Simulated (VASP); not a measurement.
The system is Y.

```
CELL_PARAMETERS angstrom
3.31000 0.00000 0.00000
0.00000 3.31000 0.00000
0.00000 0.00000 3.31000
ATOMIC_POSITIONS crystal
Y 0.00000 0.00000 0.00000
```

This isn't the form of Y at room conditions, which is hcp.

```yaml
Program: VASP 6.6.1
Task: relaxation of cell and atoms
Functional: r2SCAN
Dispersion: D3(BJ)
Potentials_or_basis: VASP PAW PBE potentials, release 64 (Y_sv)
Cutoff: 600 eV
k_mesh: 8 × 8 × 8
Occupations: fermi-dirac, width 0.05 eV
Spin: no spin polarisation
```

At the start: pressure -2.0 GPa; volume 36.26 Å³/atom.

Question: Where does the relaxation end?

Answer: Over 3 steps the energy falls by 19.8 meV/atom and the volume is 33.39 Å³/atom (-7.9 %); space group Pm-3m (No. 221, to 0.1 Å) before and after.

The path:
```tsv
step	energy change (eV)	largest force (eV/Å)	pressure (GPa)	volume (Å³)
1	0.0000	0.0000	-1.96	36.26
2	-0.0187	0.0000	-0.54	33.99
3	-0.0198	0.0000	-0.05	33.39
```

Final structure:
```
Y
1.0
     3.22003    0.00000    0.00000
     0.00000    3.22003    0.00000
     0.00000    0.00000    3.22003
Y
1
Direct
  0.00000 0.00000 0.00000
```

Caveat: the PAW data sets were made with another functional, which shifts forces and pressure a little.
